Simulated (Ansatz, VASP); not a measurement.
**One calculation of HfS2, two programs**

INCAR

```
PREC = Accurate
ENCUT = 500
EDIFF = 1E-6
ISMEAR = -1
SIGMA = 0.02
LREAL = False
LASPH = True
NELM = 120
ALGO = Normal
ISIF = 2
LWAVE = False
LCHARG = False
GGA = PE
NBANDS = 18
GGA_COMPAT = False
```

File KPOINTS:

```
Automatic mesh
0
Gamma
  12 12 4
```

File POSCAR:

```
HfS2
1.0
    3.5939929989      0.0000000000      0.0000000000
   -1.7969964994      3.1124892381      0.0000000000
    0.0000000000      0.0000000000      5.9077499414
Hf S
1 2
Direct
    0.0000000000      0.0000000000      0.0000000000
    0.3333333333      0.6666666667      0.2461223942
    0.6666666667      0.3333333333      0.7538776058
```

Input for Ansatz:

```yaml
crystal:
  lattice:
    - [3.5939929989, 0.0, 0.0]
    - [-1.7969964994, 3.1124892381, 0.0]
    - [0.0, 0.0, 5.9077499414]
  atoms:
    - { symbol: Hf, position: [0.0, 0.0, 0.0] }
    - { symbol: S, position: [0.3333333333, 0.6666666667, 0.2461223942] }
    - { symbol: S, position: [0.6666666667, 0.3333333333, 0.7538776058] }
kpoints:
  mp_grid: { grid: [12, 12, 4] }
  band_path:
    path:
      - [0.0, 0.0, 0.0]
      - [0.5, 0.0, 0.0]
      - [0.3333333333, 0.3333333333, 0.0]
      - [0.0, 0.0, 0.5]
      - [0.5, 0.0, 0.5]
      - [0.3333333333, 0.3333333333, 0.5]
      - [0.0, 0.25, 0.25]
      - [-0.104167, 0.052083, 0.0]
      - [0.0, 0.5, 0.5]
    npoints: 1
hamiltonian:
  xc: pbe
scf:
  occupations: { method: fermi_dirac, width: 0.02 }
  n_extra_bands: 4
output:
  forces: true
  stress: true
  eigenvalues: true
  write_density: true
  write_potential: true
  elf: true
  volumetric_format: npy
```

Change from the starting cell: epitaxial_xy strain -1.0%.

Alike in both runs: task single point; functional PBE; k mesh 12 × 12 × 4; occupations fermi-dirac, width 0.02 eV; no spin polarisation.

```csv
,VASP,Ansatz
version,VASP 6.6.1,Ansatz 0.2.0
potentials or method,"VASP PAW PBE potentials, release 64 (Hf_pv, S)","plane waves, PAW"
plane-wave cutoff (eV),500,420
valence electrons in the cell,22,38
```

```csv
,VASP,Ansatz,Ansatz less VASP
gap on the k mesh at the Fermi level (eV),1.00,0.98,-0.024
pressure (GPa),2.7,3.3,+0.58
"traceless stress, the component that is largest in VASP (GPa)",-0.43,-0.49,-0.069
rms of the force components (eV/Å),0.032,0.063,+0.0313
```

Atom by atom the forces differ by 0.031 eV/Å (rms over components). The functional is the same, so the differences come from potentials, cutoffs and numerics. VASP's potentials hold 22 valence electrons a cell and Ansatz's 38, so a difference there can come from the potentials and not from the codes.

Spin-orbit coupling is off throughout.
